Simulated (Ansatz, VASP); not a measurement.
**Rb in VASP and in Ansatz**

Contents of INCAR:

```
SYSTEM = Rb
PREC = Accurate
ENCUT = 520
EDIFF = 1E-7
ISMEAR = -1
SIGMA = 0.1
LREAL = .FALSE.
LASPH = .TRUE.
NELM = 80
ALGO = Normal
ISIF = 2
LWAVE = .FALSE.
LCHARG = .FALSE.
GGA = PE
NBANDS = 16
```

KPOINTS

```
regular mesh
0
G
  12 12 7
  0 0 0
```

Contents of POSCAR:

```
Rb
1.0
    5.1055763808      0.0000000000      0.0000000000
   -2.5527881904      4.4215588467      0.0000000000
    0.0000000000      0.0000000000      8.4138045669
Rb
2
Direct
    0.3333333333      0.6666666667      0.2500000000
    0.6666666667      0.3333333333      0.7500000000
```

Input for Ansatz:

```yaml
crystal:
  lattice:
    - [5.1055763808, 0.0, 0.0]
    - [-2.5527881904, 4.4215588467, 0.0]
    - [0.0, 0.0, 8.4138045669]
  atoms:
    - { symbol: Rb, position: [0.3333333333, 0.6666666667, 0.25] }
    - { symbol: Rb, position: [0.6666666667, 0.3333333333, 0.75] }
hamiltonian:
  xc: pbe
  pseudopotentials:
    kind: paw
    azcp:
      Rb: "pseudopotentials/Rb.paw.azcp"
basis:
  ecutwfc: 420
  fft_grid_basis: typed
kpoints:
  mp_grid: { grid: [12, 12, 7], shift: [0, 0, 0] }
magnetization:
  spin_polarized: false
scf:
  occupations: { method: fermi_dirac, width: 0.1 }
output:
  stress: true
```

Alike in both runs: task single point; functional PBE; k mesh 12 × 12 × 7; occupations fermi-dirac, width 0.1 eV; no spin polarisation.

|  | VASP | Ansatz |
| --- | --- | --- |
| version | VASP 6.6.1 | Ansatz 0.2.0 |
| potentials or method | VASP PAW PBE potentials, release 64 (Rb_sv), cutoff 520 eV | plane waves (420 eV) with PAW, scalar-relativistic |
| valence electrons in the cell | 18 | 18 |

|  | VASP | Ansatz | Ansatz less VASP |
| --- | --- | --- | --- |
| pressure (GPa) | -0.1 | -0.1 | 0.00 |

The functional is the same, so the differences come from potentials, cutoffs and numerics.
